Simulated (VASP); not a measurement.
# PbO in VASP: further runs

PbO is run at these levels: r2SCAN, PBE; tasks: single point.

Program: VASP 6.6.1. These are calculated values, not measurements. Logs are shortened: lines on timing, memory, paths and dates and some standing lists are left out, and cuts for length are marked.

## (1) The cell of the first run

It takes space group P-6m2 (No. 187, hexagonal). Conventional cell: a = 3.568 Å, b = 3.568 Å, c = 3.295 Å, α = 90.00°, β = 90.00°, γ = 120.00°. Within 3.6 Å of Pb (site symmetry -6m2) lie 6 O at 2.64 Å and 8 Pb at 3.30 to 3.57 Å. Within 3.6 Å of O (site symmetry -6m2) lie 6 Pb at 2.64 Å and 8 O at 3.30 to 3.57 Å.

## (2) Single point, r2SCAN

The input, POSCAR:

```
PbO
1.0
    3.5678723414      0.0000000000      0.0000000000
   -1.7839361707      3.0898680851      0.0000000000
    0.0000000000      0.0000000000      3.2951134840
Pb O
1 1
Direct
    0.0000000000      0.0000000000      0.0000000000
    0.6666666667      0.3333333333      0.5000000000
```

The input, INCAR.step1:

```
SYSTEM = PbO
ALGO = Normal
EDIFF = 1E-4
ENCUT = 520
GGA = PE
ISMEAR = 0
LASPH = .True.
LCHARG = .False.
LREAL = .False.
LWAVE = .True.
NBANDS = 17
NELM = 100
PREC = Accurate
SIGMA = 0.05
```

The input, INCAR.step2:

```
SYSTEM = PbO
ALGO = Normal
EDIFF = 1E-7
ENCUT = 520
ISIF = 2
ISMEAR = 0
ISTART = 1
LASPH = .True.
LCHARG = .False.
LMIXTAU = .True.
LREAL = .False.
LWAVE = .False.
METAGGA = R2SCAN
NBANDS = 17
NELM = 100
PREC = Accurate
SIGMA = 0.05
```

The input, KPOINTS:

```
k-points
0
Gamma
  12 12 10
  0 0 0
```

Potentials or basis: VASP PAW PBE potentials, release 64 (Pb_d, O).

Run with:

```sh
> cat potpaw_PBE.64/Pb_d/POTCAR potpaw_PBE.64/O/POTCAR > POTCAR
> cp INCAR.step1 INCAR
> mpirun -np 1 vasp_std > vasp.out
> cp INCAR.step2 INCAR
> mpirun -np 1 vasp_std > vasp.out
```

OUTCAR:

```text
SYSTEM = PbO
   EDIFF = 1E-7
   ENCUT = 520
   ISIF = 2
   ISMEAR = 0
   ISTART = 1
   LASPH = .True.
   LREAL = .False.
   METAGGA = R2SCAN
   NELM = 100
   PREC = Accurate

 ion  position               nearest neighbor table
   1  0.000  0.000  0.000-   2 2.64   2 2.64   2 2.64   2 2.64   2 2.64   2 2.64
   2  0.667  0.333  0.500-   1 2.64   1 2.64   1 2.64   1 2.64   1 2.64   1 2.64

  LATTYP: Found a hexagonal cell.
 ALAT       =     3.5678723414
 C/A-ratio  =     0.9235513967

  Lattice vectors:

 A1 = (   3.5678723414,   0.0000000000,   0.0000000000)
 A2 = (  -1.7839361707,   3.0898680851,   0.0000000000)
 A3 = (   0.0000000000,   0.0000000000,   3.2951134840)

Analysis of symmetry for initial positions (statically):
=====================================================================
 Subroutine PRICEL returns:
 Original cell was already a primitive cell.

 Routine SETGRP: Setting up the symmetry group for a
 hexagonal supercell.

 Subroutine GETGRP returns: Found 12 space group operations
 (whereof 12 operations were pure point group operations)
 out of a pool of 24 trial point group operations.

The static configuration has the point symmetry D_3h.

Analysis of symmetry for dynamics (positions and initial velocities):
=====================================================================
 Subroutine PRICEL returns:
 Original cell was already a primitive cell.

 Routine SETGRP: Setting up the symmetry group for a
 hexagonal supercell.

 Subroutine GETGRP returns: Found 12 space group operations
 (whereof 12 operations were pure point group operations)
 out of a pool of 24 trial point group operations.

The dynamic configuration has the point symmetry D_3h.

 Subroutine INISYM returns: Found 12 space group operations
 (whereof 12 operations are pure point group operations),
 and found     1 'primitive' translations

----------------------------------------------------------------------------------------

                                     Primitive cell

  volume of cell :      36.3262

  direct lattice vectors                    reciprocal lattice vectors
     3.567872341  0.000000000  0.000000000     0.280279086  0.161819206  0.000000000
    -1.783936171  3.089868085  0.000000000     0.000000000  0.323638412  0.000000000
     0.000000000  0.000000000  3.295113484     0.000000000  0.000000000  0.303479684

  length of vectors
     3.567872341  3.567872341  3.295113484     0.323638412  0.323638412  0.303479684

  position of ions in fractional coordinates (direct lattice)
     0.000000000  0.000000000  0.000000000
     0.666666667  0.333333333  0.500000000

  ion indices of the primitive-cell ions
   primitive index   ion index
                 1           1
                 2           2

----------------------------------------------------------------------------------------

 KPOINTS: k-points

Automatic generation of k-mesh.
 Grid dimensions read from file:
 generate k-points for:   12   12   10

 Generating k-lattice:

  Cartesian coordinates                     Fractional coordinates (reciprocal lattice)
     0.023356591  0.013484934  0.000000000     0.083333333  0.000000000  0.000000000
     0.000000000  0.026969868  0.000000000     0.000000000  0.083333333  0.000000000
     0.000000000  0.000000000  0.030347968     0.000000000  0.000000000  0.100000000

  Length of vectors
     0.026969868  0.026969868  0.030347968

  Shift w.r.t. Gamma in fractional coordinates (k-lattice)
     0.000000000  0.000000000  0.000000000

 Subroutine IBZKPT returns following result:
 ===========================================

 Found    114 irreducible k-points:

 Following reciprocal coordinates:
            Coordinates               Weight
  0.000000  0.000000  0.000000      1.000000
  0.083333  0.000000  0.000000      6.000000
  0.166667 -0.000000  0.000000      6.000000
  0.250000  0.000000  0.000000      6.000000
  0.333333 -0.000000  0.000000      6.000000
  0.416667  0.000000  0.000000      6.000000
[... 16 lines left out ...]
  0.250000  0.000000  0.100000     12.000000
  0.333333 -0.000000  0.100000     12.000000
 [... further k-points ...]
   k-points           NKPTS =    114   k-points in BZ     NKDIM =    114   number of bands    NBANDS=     17
   number of dos      NEDOS =    301   number of ions     NIONS =      2
   total plane-waves  NPLWV =  21952
   dimension x,y,z NGX =    28 NGY =   28 NGZ =   28
   dimension x,y,z NGXF=    56 NGYF=   56 NGZF=   56
   ions per type =               1   1
   NGX,Y,Z   is equivalent  to a cutoff of  13.05, 13.05, 14.13 a.u.
   NGXF,Y,Z  is equivalent  to a cutoff of  26.09, 26.09, 28.25 a.u.
 SYSTEM =  PbO
   PREC   = accura    normal or accurate (medium, high low for compatibility)
   ISTART =      1    job   : 0-new  1-cont  2-samecut
   ICHARG =      0    charge: 1-file 2-atom 10-const
   ISPIN  =      1    spin polarized calculation?
   LNONCOLLINEAR =      F non collinear calculations
   LSORBIT =      F    spin-orbit coupling
   LASPH  =      T    aspherical Exc in radial PAW
   ENCUT  =  520.0 eV  38.22 Ry    6.18 a.u.   6.63  6.63  6.13*2*pi/ulx,y,z
   NELM   =    100;   NELMIN=  2; NELMDL=  0     # of ELM steps
   EDIFF  = 0.1E-06   stopping-criterion for ELM
   LREAL  =      F    real-space projection
   EDIFFG = 0.1E-05   stopping-criterion for IOM
   NSW    =      0    number of steps for IOM
   IBRION =     -1    ionic relax: 0-MD 1-quasi-New 2-CG
   NFREE  =      0    steps in history (QN), initial steepest desc. (CG)
   ISIF   =      2    stress and relaxation
   ISYM   =      2    0-nonsym 1-usesym 2-fastsym
   POTIM  = 0.5000    time-step for ionic-motion
   TEBEG  =    0.0;   TEEND  =   0.0 temperature during run
   PSTRESS=    0.0 pullay stress
   NELECT =      20.0000    total number of electrons
   NUPDOWN=      -1.0000    fix difference up-down
   EMIN   =  10.00;   EMAX   =-10.00  energy-range for DOS
   EFERMI =   0.00;   METHOD = LEGACY
   ISMEAR =     0;   SIGMA  =   0.05  broadening in eV -4-tet -1-fermi 0-gaus
   EFERMI_NEDOS =   21; number of points for ismear=-14 and -15
   IALGO  =     38    algorithm
   IMIX   =      4    mixing-type and parameters
     AMIX     =   0.40;   BMIX     =  1.00
     AMIX_MAG =   1.60;   BMIX_MAG =  1.00
  volume/ion in A,a.u.               =      18.16       122.57
  Fermi-wavevector in a.u.,A,eV,Ry     =   1.341771  2.535579 24.495228  1.800348
  Thomas-Fermi vector in A             =   2.469978
   LORBIT       =      0    0 simple, 1 ext, 2 COOP (PROOUT), +10 PAW based schemes
   METAGGA = R2SCAN    functional components
   LHFCALC =     F    Hartree Fock is set to
   AEXX    =    0.0000 exact exchange contribution
   IVDW    =     0    specifies the selected vdW correction
   LEPSILON=     F    determine dielectric tensor
   LRPA    =     F    only Hartree local field effects (RPA)
 non-spin polarized calculation
 Gauss-broadening in eV      SIGMA  =   0.05
  energy-cutoff  :      520.00
  volume of cell :       36.33
 maximum number of plane-waves:       999
 NGX is ok and might be reduce to    28
   NGX = 13   NGY = 13   NGZ = 13

 number of electron      19.9999998 magnetization

 Free energy of the ion-electron system (eV)
  ---------------------------------------------------
  ext. energy  EPLUGINS =         0.00000000
  ---------------------------------------------------
  free energy    TOTEN  =       -64.06616411 eV

  energy without entropy =      -64.06616410  energy(sigma->0) =      -64.06616411

 E-fermi :   6.4246     XC(G=0): -11.1361

 val. band max:        6.2775984099   @ k =   0.3333   0.3333   0.0000
 cond. band min:       6.5658226556   @ k =   0.0000   0.0000   0.5000
 fundamental gap:      0.2882242457
 Fermi energy:         6.4245583489

 k-point     1 :       0.0000    0.0000    0.0000
  band No.  band energies     occupation
      1     -12.4321      2.00000
      2     -11.2887      2.00000
      3     -11.1094      2.00000
      4     -11.1094      2.00000
      5     -10.8344      2.00000
      6     -10.8344      2.00000
[... 9 lines left out ...]
     16      21.6421      0.00000
     17      21.6422      0.00000

 k-point     2 :       0.0833    0.0000    0.0000
  band No.  band energies     occupation
      1     -12.4128      2.00000
      2     -11.2835      2.00000
      3     -11.0950      2.00000
      4     -11.0932      2.00000
      5     -10.8418      2.00000
      6     -10.8359      2.00000
[... 9 lines left out ...]
     16      21.3084      0.00000
     17      21.6804      0.00000

 k-point     3 :       0.1667   -0.0000    0.0000
  band No.  band energies     occupation
      1     -12.3631      2.00000
      2     -11.2720      2.00000
      3     -11.0553      2.00000
      4     -11.0405      2.00000
      5     -10.8619      2.00000
      6     -10.8398      2.00000
[... 9 lines left out ...]
     16      21.4501      0.00000
     17      21.8518      0.00000

 k-point     4 :       0.2500    0.0000    0.0000
  band No.  band energies     occupation
      1     -12.3037      2.00000
      2     -11.2592      2.00000
      3     -11.0005      2.00000
      4     -10.9507      2.00000
      5     -10.8891      2.00000
      6     -10.8453      2.00000
[... 9 lines left out ...]
     16      22.2521      0.00000
     17      22.7542      0.00000
[... 343 lines left out ...]
      1     -12.3277      2.00000
      2     -11.2388      2.00000
      3     -11.0528      2.00000
      4     -11.0472      2.00000
      5     -10.8547      2.00000
      6     -10.8539      2.00000
[... 9 lines left out ...]
     16      21.6404      0.00000
     17      21.7363      0.00000

 k-point    23 :       0.2500    0.0000    0.1000
  band No.  band energies     occupation
      1     -12.2836      2.00000
      2     -11.2250      2.00000
      3     -11.0006      2.00000
      4     -10.9984      2.00000
      5     -10.8606      2.00000
      6     -10.8260      2.00000
[... 9 lines left out ...]
     16      22.0610      0.00000
     17      22.1502      0.00000

 k-point    24 :       0.3333   -0.0000    0.1000
  band No.  band energies     occupation
      1     -12.2487      2.00000
      2     -11.2116      2.00000
      3     -10.9891      2.00000
      4     -10.9432      2.00000
      5     -10.8665      2.00000
      6     -10.7459      2.00000
[... 9 lines left out ...]
     16      21.6010      0.00000
     17      22.7254      0.00000

 [... further k-points ...]
[... 5 lines left out ...]
  --------------------------------------------------------------------------------------
  -------------------------------------------------------------------------------------
  Total       -0.5847731     -0.5847731     -0.6661026      0.0000000      0.0000000     -0.0000000
  in kB      -25.7916032    -25.7916032    -29.3786653      0.0000000      0.0000000     -0.0000000
  external PRESSURE =     -26.9872906 kB  Pullay stress =       0.0000000 kB

 VOLUME and BASIS-vectors are now :
 -----------------------------------------------------------------------------
  energy-cutoff  :      520.00
  volume of cell :       36.33
      direct lattice vectors                 reciprocal lattice vectors
     3.567872341  0.000000000  0.000000000     0.280279086  0.161819206  0.000000000
    -1.783936171  3.089868085  0.000000000     0.000000000  0.323638412  0.000000000
     0.000000000  0.000000000  3.295113484     0.000000000  0.000000000  0.303479684

 POSITION                                       TOTAL-FORCE (eV/Angst)
 -----------------------------------------------------------------------------------
      0.00000      0.00000      0.00000        -0.000000      0.000000      0.000000
      1.78394      1.02996      1.64756         0.000000     -0.000000      0.000000
 -----------------------------------------------------------------------------------
    total drift:                                0.000000     -0.000000      0.000000

  FREE ENERGIE OF THE ION-ELECTRON SYSTEM (eV)
  ---------------------------------------------------
  free  energy   TOTEN  =       -64.0661641126 eV

  energy  without entropy=      -64.0661640990  energy(sigma->0) =      -64.06616411
```

Run time: 4.6 min. Hardware: 1 thread of Intel Xeon Platinum 8259CL at 2.50GHz (Skylake/Cascade Lake), shared host; peak memory 0.21 GiB.

Results:

| Property | Result |
| --- | --- |
| Free energy | -64.0662 eV |
| Pressure | -2.7 GPa |
| Band gap on the k mesh | 0.29 eV (least direct gap 0.37 eV) |

Stress tensor (GPa, compression positive):
```
-2.58  0.00  0.00
 0.00 -2.58  0.00
 0.00  0.00 -2.94
```

Caveat: the PAW data sets were made with another functional, which shifts forces and pressure a little; spin-orbit coupling is left out, which moves the levels of the heavy elements.

## (3) Single point, PBE (atom 2 (O) moved 0.08 Å along x)

The input, INCAR:

```
SYSTEM = PbO
PREC = Accurate
ENCUT = 520
EDIFF = 1E-6
ISMEAR = 0
SIGMA = 0.05
LREAL = .False.
LASPH = .True.
NELM = 80
ALGO = Normal
ISIF = 2
LWAVE = .False.
LCHARG = .True.
GGA = PE
LELF = .True.
LVHAR = .True.
NBANDS = 17
```

The input, KPOINTS:

```
regular mesh
0
Gamma
  12 12 10
  0 0 0
```

Edit POSCAR of step 2 so:

```diff
@@ -9,2 +9,2 @@
     0.0000000000      0.0000000000      0.0000000000
-    0.6666666667      0.3333333333      0.5000000000
+    0.6890889936      0.3333333333      0.5000000000
```

Potentials or basis: VASP PAW PBE potentials, release 64 (Pb_d, O).

Run with:

```sh
> cat potpaw_PBE.64/Pb_d/POTCAR potpaw_PBE.64/O/POTCAR > POTCAR
> mpirun -np 1 vasp_std > vasp.out
```

Wall time 4.3 min (1 thread of Intel Xeon Platinum 8259CL at 2.50GHz (Skylake/Cascade Lake), shared host); peak memory 0.37 GiB.

The run converged. Its results:

| Quantity | Value |
| --- | --- |
| Free energy | -10.1693 eV |
| Pressure | 0.0 GPa |
| Largest force | 0.094 eV/Å |
| Band gap on the k mesh | zero (filled and empty bands overlap) |

Forces in eV/Å, atoms in the order of the input:
```
Pb   0.094  0.007  0.000
O   -0.094 -0.007  0.000
```

Stress tensor (GPa, compression positive):
```
-0.03  0.52  0.00
 0.52  0.03  0.00
 0.00  0.00  0.00
```

Levels at points of the mesh, in eV from the Fermi level:
```
           k point  band 6  band 7  band 8  band 9  band 10  band 11  band 12  band 13  band 14  band 15
(0.00, 0.00, 0.00)  -16.49   -8.08   -2.62   -2.30    -2.07     5.96     6.44     8.15     8.99     9.67
(0.50, 0.00, 0.00)  -16.24   -8.50   -3.10   -2.32    -1.93     1.26     6.25     7.86     8.44    13.75
(0.00, 0.50, 0.00)  -16.27   -8.64   -3.04   -2.10    -1.88     1.22     6.16     7.70     8.41    13.87
(0.50, 0.50, 0.00)  -16.29   -8.76   -3.00   -1.89    -1.84     1.17     6.13     7.55     8.30    13.99
(0.00, 0.00, 0.50)  -16.61   -9.28   -1.90   -1.85    -0.08    -0.02     7.62     7.65    12.37    12.46
(0.50, 0.00, 0.50)  -15.80   -6.51   -4.26   -3.92    -2.01     2.56     3.15     4.73     8.24    12.20
(0.00, 0.50, 0.50)  -15.70   -6.38   -4.40   -4.16    -1.99     2.72     3.34     4.77     8.16    12.11
(0.50, 0.50, 0.50)  -15.63   -6.25   -4.52   -4.39    -1.96     2.91     3.51     4.73     8.07    12.07
```

Caveat: the cell differs from its parent crystal (atom 2 (O) moved 0.08 Å along x); semilocal functionals underestimate gaps, so a narrow gap can read as zero; spin-orbit coupling is left out, which moves the levels of the heavy elements.
